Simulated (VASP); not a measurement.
# Ti (P6_3/mmc) in VASP: notebook

The runs below take Ti through single point, with LDA.

Everything below comes from runs of VASP 6.6.1. Logs are shortened: lines on timing, memory, paths and dates and some standing lists are left out, and cuts for length are marked.

## Step 1: The cell of the first run

It takes space group P6_3/mmc (No. 194, hexagonal). The conventional cell has a = 2.052 Å, b = 2.052 Å, c = 3.975 Å, α = 90.00°, β = 90.00°, γ = 120.00°. Ti (site symmetry -6m2) has 12 Ti at 2.05 to 2.31 Å within 2.7 Å.

## Step 2: Single point, LDA

Input file INCAR:

```
ALGO     = Normal         # electronic algorithm
EDIFF    = 1E-6           # SCF threshold, eV
ENCUT    = 520            # plane-wave cutoff, eV
GGA      = CA             # functional
ISIF     = 2              # what is computed and relaxed
ISMEAR   = -1             # smearing method
LASPH    = T              # aspherical terms in the spheres
LCHARG   = T              # write CHGCAR
LELF     = T              # ELF
LREAL    = F              # projectors in reciprocal space
LVHAR    = T            
LWAVE    = F              # write WAVECAR
NBANDS   = 19             # bands
NELM     = 80             # most SCF steps
PREC     = Accurate       # precision mode
SIGMA    = 0.05           # smearing width, eV
```

Input file KPOINTS:

```
k-points
0
Gamma
  15 15 8
```

Input file POSCAR:

```
Ti
1.0
    2.0521093533      0.0000000000      0.0000000000
   -1.0260546766      1.7771788313      0.0000000000
    0.0000000000      0.0000000000      3.9751815412
Ti
2
Direct
    0.3333333333      0.6666666667      0.2500000000
    0.6666666667      0.3333333333      0.7500000000
```

Potentials or basis: VASP PAW LDA potentials, release 64 (Ti_sv).

Run with:

```
$ cat potpaw_LDA.64/Ti_sv/POTCAR > POTCAR
$ mpirun -np 1 vasp_std > vasp.out
```

OUTCAR:

```text
EDIFF = 1E-6
   ENCUT = 520
   GGA = CA
   ISIF = 2
   ISMEAR = -1
   LASPH = T
   LREAL = F
   NELM = 80
   PREC = Accurate

 ion  position               nearest neighbor table
   1  0.333  0.667  0.250-   2 2.31   2 2.31   2 2.31   2 2.31   2 2.31   2 2.31
   2  0.667  0.333  0.750-   1 2.31   1 2.31   1 2.31   1 2.31   1 2.31   1 2.31

  LATTYP: Found a hexagonal cell.
 ALAT       =     2.0521093533
 C/A-ratio  =     1.9371197421

  Lattice vectors:

 A1 = (   2.0521093533,   0.0000000000,   0.0000000000)
 A2 = (  -1.0260546766,   1.7771788313,   0.0000000000)
 A3 = (   0.0000000000,   0.0000000000,   3.9751815412)

Analysis of symmetry for initial positions (statically):
=====================================================================
 Subroutine PRICEL returns:
 Original cell was already a primitive cell.

 Routine SETGRP: Setting up the symmetry group for a
 hexagonal supercell.

 Subroutine GETGRP returns: Found 24 space group operations
 (whereof 12 operations were pure point group operations)
 out of a pool of 24 trial point group operations.

The static configuration has the point symmetry D_3d.
 The point group associated with its full space group is D_6h.

Analysis of symmetry for dynamics (positions and initial velocities):
=====================================================================
 Subroutine PRICEL returns:
 Original cell was already a primitive cell.

 Routine SETGRP: Setting up the symmetry group for a
 hexagonal supercell.

 Subroutine GETGRP returns: Found 24 space group operations
 (whereof 12 operations were pure point group operations)
 out of a pool of 24 trial point group operations.

The dynamic configuration has the point symmetry D_3d.
 The point group associated with its full space group is D_6h.

 Subroutine INISYM returns: Found 24 space group operations
 (whereof 12 operations are pure point group operations),
 and found     1 'primitive' translations

----------------------------------------------------------------------------------------

                                     Primitive cell

  volume of cell :      14.4973

  direct lattice vectors                    reciprocal lattice vectors
     2.052109353  0.000000000  0.000000000     0.487303466  0.281344787  0.000000000
    -1.026054677  1.777178831  0.000000000     0.000000000  0.562689574  0.000000000
     0.000000000  0.000000000  3.975181541     0.000000000  0.000000000  0.251560838

  length of vectors
     2.052109353  2.052109353  3.975181541     0.562689574  0.562689574  0.251560838

  position of ions in fractional coordinates (direct lattice)
     0.333333333  0.666666667  0.250000000
     0.666666667  0.333333333  0.750000000

  ion indices of the primitive-cell ions
   primitive index   ion index
                 1           1
                 2           2

----------------------------------------------------------------------------------------

 KPOINTS: k-points

Automatic generation of k-mesh.
 Grid dimensions read from file:
 generate k-points for:   15   15    8

 Generating k-lattice:

  Cartesian coordinates                     Fractional coordinates (reciprocal lattice)
     0.032486898  0.018756319  0.000000000     0.066666667  0.000000000  0.000000000
     0.000000000  0.037512638  0.000000000     0.000000000  0.066666667  0.000000000
     0.000000000  0.000000000  0.031445105     0.000000000  0.000000000  0.125000000

  Length of vectors
     0.037512638  0.037512638  0.031445105

  Shift w.r.t. Gamma in fractional coordinates (k-lattice)
     0.000000000  0.000000000  0.000000000

 Subroutine IBZKPT returns following result:
 ===========================================

 Found    135 irreducible k-points:

 Following reciprocal coordinates:
            Coordinates               Weight
  0.000000  0.000000  0.000000      1.000000
  0.066667  0.000000  0.000000      6.000000
  0.133333  0.000000  0.000000      6.000000
  0.200000  0.000000  0.000000      6.000000
  0.266667  0.000000  0.000000      6.000000
  0.333333 -0.000000  0.000000      6.000000
[... 16 lines left out ...]
  0.333333  0.200000  0.000000     12.000000
  0.400000  0.200000  0.000000      6.000000
 [... further k-points ...]
   k-points           NKPTS =    135   k-points in BZ     NKDIM =    135   number of bands    NBANDS=     19
   number of dos      NEDOS =    301   number of ions     NIONS =      2
   total plane-waves  NPLWV =   7680
   dimension x,y,z NGX =    16 NGY =   16 NGZ =   30
   dimension x,y,z NGXF=    32 NGYF=   32 NGZF=   60
   ions per type =               2
   NGX,Y,Z   is equivalent  to a cutoff of  12.96, 12.96, 12.55 a.u.
   NGXF,Y,Z  is equivalent  to a cutoff of  25.92, 25.92, 25.09 a.u.
 SYSTEM =  unknown system
   PREC   = accura    normal or accurate (medium, high low for compatibility)
   ISTART =      0    job   : 0-new  1-cont  2-samecut
   ICHARG =      2    charge: 1-file 2-atom 10-const
   ISPIN  =      1    spin polarized calculation?
   LNONCOLLINEAR =      F non collinear calculations
   LSORBIT =      F    spin-orbit coupling
   LASPH  =      T    aspherical Exc in radial PAW
   ENCUT  =  520.0 eV  38.22 Ry    6.18 a.u.   3.82  3.82  7.39*2*pi/ulx,y,z
   NELM   =     80;   NELMIN=  2; NELMDL= -5     # of ELM steps
   EDIFF  = 0.1E-05   stopping-criterion for ELM
   LREAL  =      F    real-space projection
   EDIFFG = 0.1E-04   stopping-criterion for IOM
   NSW    =      0    number of steps for IOM
   IBRION =     -1    ionic relax: 0-MD 1-quasi-New 2-CG
   NFREE  =      0    steps in history (QN), initial steepest desc. (CG)
   ISIF   =      2    stress and relaxation
   ISYM   =      2    0-nonsym 1-usesym 2-fastsym
   POTIM  = 0.5000    time-step for ionic-motion
   TEBEG  =    0.0;   TEEND  =   0.0 temperature during run
   PSTRESS=    0.0 pullay stress
   NELECT =      24.0000    total number of electrons
   NUPDOWN=      -1.0000    fix difference up-down
   EMIN   =  10.00;   EMAX   =-10.00  energy-range for DOS
   EFERMI =   0.00;   METHOD = LEGACY
   ISMEAR =    -1;   SIGMA  =   0.05  broadening in eV -4-tet -1-fermi 0-gaus
   EFERMI_NEDOS =   21; number of points for ismear=-14 and -15
   IALGO  =     38    algorithm
   IMIX   =      4    mixing-type and parameters
     AMIX     =   0.40;   BMIX     =  1.00
     AMIX_MAG =   1.60;   BMIX_MAG =  1.00
  volume/ion in A,a.u.               =       7.25        48.92
  Fermi-wavevector in a.u.,A,eV,Ry     =   1.936641  3.659720 51.029699  3.750577
  Thomas-Fermi vector in A             =   2.967416
   LORBIT       =      0    0 simple, 1 ext, 2 COOP (PROOUT), +10 PAW based schemes
   GGA     = CA    functional components
   LHFCALC =     F    Hartree Fock is set to
   AEXX    =    0.0000 exact exchange contribution
   IVDW    =     0    specifies the selected vdW correction
   LEPSILON=     F    determine dielectric tensor
   LRPA    =     F    only Hartree local field effects (RPA)
 non-spin polarized calculation
  energy-cutoff  :      520.00
  volume of cell :       14.50
 maximum number of plane-waves:       414
 NGX is ok and might be reduce to    16
   NGX =  7   NGY =  7   NGZ = 15

 number of electron      23.9999999 magnetization

 Free energy of the ion-electron system (eV)
  ---------------------------------------------------
  ext. energy  EPLUGINS =         0.00000000
  ---------------------------------------------------
  free energy    TOTEN  =        -6.73828619 eV

  energy without entropy =       -6.73351670  energy(sigma->0) =       -6.73590145

 E-fermi :  21.0991     XC(G=0): -16.6582

 val. band max:       21.0883957739   @ k =   0.0667   0.0667   0.3750
 cond. band min:      21.1071217641   @ k =   0.3333   0.2000   0.1250
 fundamental gap:      0.0187259902
 Fermi energy:        21.0990873427

 k-point     1 :       0.0000    0.0000    0.0000
  band No.  band energies     occupation
      1     -36.7440      2.00000
      2     -35.2738      2.00000
      3     -14.8564      2.00000
      4      -9.2647      2.00000
      5      -7.5053      2.00000
      6      -7.5053      2.00000
[... 11 lines left out ...]
     18      26.7740      0.00000
     19      29.1560      0.00000

 k-point     2 :       0.0667    0.0000    0.0000
  band No.  band energies     occupation
      1     -36.6409      2.00000
      2     -35.1878      2.00000
      3     -14.7494      2.00000
      4      -9.2468      2.00000
      5      -7.9057      2.00000
      6      -7.6081      2.00000
[... 11 lines left out ...]
     18      26.5255      0.00000
     19      29.2271      0.00000

 k-point     3 :       0.1333    0.0000    0.0000
  band No.  band energies     occupation
      1     -36.3394      2.00000
      2     -34.9390      2.00000
      3     -14.4357      2.00000
      4      -9.2020      2.00000
      5      -8.9931      2.00000
      6      -8.5540      2.00000
[... 11 lines left out ...]
     18      25.9246      0.00000
     19      29.3361      0.00000

 k-point     4 :       0.2000    0.0000    0.0000
  band No.  band energies     occupation
      1     -35.8637      2.00000
      2     -34.5562      2.00000
      3     -13.9383      2.00000
      4     -10.5030      2.00000
      5      -9.9685      2.00000
      6      -9.1566      2.00000
[... 11 lines left out ...]
     18      25.5122      0.00000
     19      29.3677      0.00000

 k-point     5 :       0.2667    0.0000    0.0000
  band No.  band energies     occupation
      1     -35.2597      2.00000
      2     -34.0927      2.00000
      3     -13.2980      2.00000
      4     -12.1453      2.00000
      5     -11.5177      2.00000
      6      -9.1505      2.00000
[... 11 lines left out ...]
     18      27.2589      0.00000
     19      29.3105      0.00000

 k-point     6 :       0.3333   -0.0000    0.0000
  band No.  band energies     occupation
      1     -34.6020      2.00000
      2     -33.6294      2.00000
      3     -13.6609      2.00000
      4     -12.9638      2.00000
      5     -12.5788      2.00000
      6      -9.2265      2.00000
[... 11 lines left out ...]
     18      29.2056      0.00000
     19      29.7029      0.00000

 k-point     7 :       0.4000    0.0000    0.0000
  band No.  band energies     occupation
      1     -34.0018      2.00000
      2     -33.2691      2.00000
      3     -14.8266      2.00000
      4     -14.0930      2.00000
      5     -11.8803      2.00000
      6      -9.4039      2.00000
[... 11 lines left out ...]
     18      30.7479      0.00000
     19      32.4021      0.00000

 k-point     8 :       0.4667    0.0000    0.0000
  band No.  band energies     occupation
      1     -33.6129      2.00000
      2     -33.0944      2.00000
      3     -15.4623      2.00000
      4     -14.7183      2.00000
      5     -11.3830      2.00000
      6      -9.6087      2.00000
[... 256 lines left out ...]
 k-point    20 :       0.4000    0.1333    0.0000
  band No.  band energies     occupation
      1     -33.4603      2.00000
      2     -33.0098      2.00000
      3     -15.1172      2.00000
      4     -14.3983      2.00000
      5     -11.1827      2.00000
      6     -10.4884      2.00000
[... 11 lines left out ...]
     18      30.2643      0.00000
     19      35.6208      0.00000

 k-point    21 :       0.2000    0.2000    0.0000
  band No.  band energies     occupation
      1     -34.4503      2.00000
      2     -33.5189      2.00000
      3     -12.9812      2.00000
      4     -12.9690      2.00000
      5     -12.4115      2.00000
      6      -9.9846      2.00000
[... 11 lines left out ...]
     18      29.3564      0.00000
     19      32.5373      0.00000

 k-point    22 :       0.2667    0.2000    0.0000
  band No.  band energies     occupation
      1     -33.8873      2.00000
      2     -33.1789      2.00000
      3     -13.8955      2.00000
      4     -13.5568      2.00000
      5     -11.7503      2.00000
      6     -10.7614      2.00000
[... 11 lines left out ...]
     18      29.8571      0.00000
     19      34.5463      0.00000

 k-point    23 :       0.3333    0.2000    0.0000
  band No.  band energies     occupation
      1     -33.4373      2.00000
      2     -32.9750      2.00000
      3     -14.5339      2.00000
      4     -13.9288      2.00000
      5     -11.3345      2.00000
      6     -11.1588      2.00000
[... 11 lines left out ...]
     18      29.6334      0.00000
     19      35.8244      0.00000

 k-point    24 :       0.4000    0.2000    0.0000
  band No.  band energies     occupation
      1     -33.2459      2.00000
      2     -32.9262      2.00000
      3     -14.7641      2.00000
      4     -14.0571      2.00000
      5     -11.5441      2.00000
      6     -10.8701      2.00000
[... 11 lines left out ...]
     18      29.0274      0.00000
     19      36.2524      0.00000

 [... further k-points ...]

------------------------ aborting loop because EDIFF is reached ----------------------------------------

  FORCE on cell =-STRESS in cart. coord.  units (eV):
  Direction    XX          YY          ZZ          XY          YZ          ZX
  --------------------------------------------------------------------------------------
  -------------------------------------------------------------------------------------
  Total       31.1346394     31.1346394     29.7589802      0.0000000     -0.0000000      0.0000000
  in kB     3440.8506640   3440.8506640   3288.8194165      0.0000001     -0.0000000      0.0000000
  external PRESSURE =    3390.1735815 kB  Pullay stress =       0.0000000 kB

 VOLUME and BASIS-vectors are now :
 -----------------------------------------------------------------------------
  energy-cutoff  :      520.00
  volume of cell :       14.50
      direct lattice vectors                 reciprocal lattice vectors
     2.052109353  0.000000000  0.000000000     0.487303466  0.281344787  0.000000000
    -1.026054677  1.777178831  0.000000000     0.000000000  0.562689574  0.000000000
     0.000000000  0.000000000  3.975181541     0.000000000  0.000000000  0.251560838

 POSITION                                       TOTAL-FORCE (eV/Angst)
 -----------------------------------------------------------------------------------
     -0.00000      1.18479      0.99380         0.000000      0.000000     -0.000000
      1.02605      0.59239      2.98139         0.000000     -0.000000      0.000000
 -----------------------------------------------------------------------------------
    total drift:                               -0.000000      0.000000     -0.000000

  FREE ENERGIE OF THE ION-ELECTRON SYSTEM (eV)
  ---------------------------------------------------
  free  energy   TOTEN  =        -6.7382861914 eV

  energy  without entropy=       -6.7335167012  energy(sigma->0) =       -6.73590145
```

Wall time 24 s (1 thread of Intel Xeon 8259CL, shared host); peak memory 0.14 GiB.

Results:

```yaml
Free_energy: -6.7383 eV
Pressure: 339.0 GPa
Band_gap_on_the_k_mesh: zero (bands 12 and 13 overlap by 1.88 eV)
```

Stress tensor (GPa, compression positive):
```
344.09   0.00   0.00
  0.00 344.09   0.00
  0.00   0.00 328.88
```

Levels at points of the mesh, in eV from the Fermi level:
| k point | band 10 | band 11 | band 12 | band 13 | band 14 | band 15 |
| --- | --- | --- | --- | --- | --- | --- |
| (0.00, 0.00, 0.00) | -3.39 | -1.34 | 1.06 | 1.06 | 1.77 | 1.77 |
| (0.00, 0.00, 0.50) | -2.44 | -0.25 | -0.25 | 1.21 | 1.21 | 1.21 |

Caveat: atoms lie so close that the PAW spheres overlap strongly, which falsifies energies and pressures; the cell stands under pressure.

(Part 1 of 2 ends here.)
